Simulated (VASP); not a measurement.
**TaN: single point with PBE**

TaN:

```
Ta N
1.0
     4.42489   -2.55471    0.00000
    -4.42489   -2.55471    0.00000
     0.00000    0.00000   -5.79641
Ta N
6 6
Direct
  0.33333 0.33333 0.00000
  0.33333 0.33333 0.50000
  0.66667 0.00000 0.00000
  0.66667 0.00000 0.50000
  0.00000 0.66667 0.00000
  0.00000 0.66667 0.50000
  0.00000 0.33333 0.25000
  0.00000 0.33333 0.75000
  0.33333 0.00000 0.25000
  0.33333 0.00000 0.75000
  0.66667 0.66667 0.25000
  0.66667 0.66667 0.75000
```

```yaml
Program: VASP 6.6.1
Task: single point
Functional: PBE
Potentials_or_basis: VASP PAW PBE potentials, release 64 (Ta_pv, N)
Cutoff: 520 eV
k_mesh: 12 × 12 × 6
Occupations: gaussian, width 0.1 eV
Spin: no spin polarisation
Dipole_correction: no
Further_INCAR_settings: ALGO = Normal; EDIFF = 1e-06; NBANDS = 60
```

```
Pressure               : 0.7 GPa
Band gap on the k mesh : zero (bands 48 and 49 overlap by 0.26 eV)
```

Levels at points of the mesh, in eV from the Fermi level:
| k point | band 46 | band 47 | band 48 | band 49 | band 50 | band 51 |
| --- | --- | --- | --- | --- | --- | --- |
| (0.00, 0.00, 0.00) | -0.07 | -0.07 | 0.14 | 0.14 | 1.06 | 1.06 |
| (0.50, 0.00, 0.00) | -1.79 | -1.79 | -0.38 | 1.57 | 1.57 | 2.72 |
| (0.00, 0.00, 0.50) | -0.57 | -0.34 | -0.34 | 0.80 | 0.80 | 0.80 |
| (0.50, 0.00, 0.50) | -1.56 | -1.45 | -1.45 | 1.47 | 1.47 | 1.47 |

It took 13 min on 1 thread of Intel Xeon 8259CL (shared host), peak memory 0.55 GiB.

Caveat: spin-orbit coupling is left out, which moves the levels of the heavy elements.
